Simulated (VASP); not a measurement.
## LaBeO3: single point with LDA

The system is LaBeO3.

```
La Be O
1.0
     3.62146    0.00000    0.00000
     0.00000    3.62146    0.00000
     0.00000    0.00000    3.62146
La Be O
1 1 3
Direct
  0.00000 0.00000 0.00000
  0.50000 0.50000 0.50000
  0.50000 0.50000 0.00000
  0.50000 0.00000 0.50000
  0.00000 0.50000 0.50000
```

- Program: VASP 6.6.1
- Task: single point
- Functional: LDA
- Potentials or basis: VASP PAW LDA potentials, release 64 (La, Be, O)
- Cutoff: 520 eV
- k mesh: 7 × 7 × 7
- Occupations: fermi-dirac, width 0.05 eV
- Spin: no spin polarisation
- Dipole correction: no
- Further INCAR settings: ALGO = Normal; EDIFF = 1e-06; NBANDS = 24

```
Pressure : 0.2 GPa
```

Levels at points of the mesh, in eV from the Fermi level:
```csv
k point,band 12,band 13,band 14,band 15,band 16,band 17,band 18,band 19
"(0.00, 0.00, 0.00)",-1.56,-1.56,0.31,0.31,0.31,3.94,3.94,5.42
```

It took 11 s on 1 thread of Intel(R) Xeon(R) Platinum 8559C (Emerald Rapids), on a shared host, peak memory 0.16 GiB.

Caveat: spin-orbit coupling is left out, which moves the levels of the heavy elements; an odd number of electrons without spin polarisation forces a metal; a magnetic or distorted state may lie lower.
